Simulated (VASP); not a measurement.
The system is Ba2Be.

```
Ba Be
1.0
     6.90491    0.00000    0.00000
     0.00000    6.90491    0.00000
     0.00000    0.00000    6.90491
Ba Be
4 2
Direct
  0.25000 0.25000 0.75000
  0.75000 0.25000 0.25000
  0.25000 0.75000 0.25000
  0.75000 0.75000 0.75000
  0.50000 0.50000 0.50000
  0.00000 0.00000 0.00000
```

The cell was generated, and may not be a known phase.

| Property | Result |
| --- | --- |
| Program | VASP 6.6.1 |
| Task | relaxation of cell and atoms |
| Functional | PBE |
| Potentials or basis | VASP PAW PBE potentials, release 64 (Ba_sv, Be) |
| Cutoff | 600 eV |
| k mesh | 6 × 6 × 6 |
| Occupations | gaussian, width 0.1 eV |
| Spin | no spin polarisation |

At the start: pressure 0.4 GPa; volume 54.87 Å³/atom.

How do energy, volume and symmetry change on relaxing?

Over 3 steps the energy falls by 2.7 meV/atom and the volume is 57.12 Å³/atom (+4.1 %); space group Pn-3m (No. 224, to 0.1 Å) before and after.

The path:
```tsv
step	energy change (eV)	largest force (eV/Å)	pressure (GPa)	volume (Å³)
1	0.0000	0.0000	0.42	329.21
2	-0.0129	0.0000	0.19	336.09
3	-0.0162	0.0000	-0.02	342.70
```

Final structure:
```yaml
crystal:
  lattice:
    - [6.99795, 0.00000, 0.00000]
    - [0.00000, 6.99795, 0.00000]
    - [0.00000, 0.00000, 6.99795]
  atoms:
    - { symbol: Ba, position: [0.25000, 0.25000, 0.75000] }
    - { symbol: Ba, position: [0.75000, 0.25000, 0.25000] }
    - { symbol: Ba, position: [0.25000, 0.75000, 0.25000] }
    - { symbol: Ba, position: [0.75000, 0.75000, 0.75000] }
    - { symbol: Be, position: [0.50000, 0.50000, 0.50000] }
    - { symbol: Be, position: [0.00000, 0.00000, 0.00000] }
```
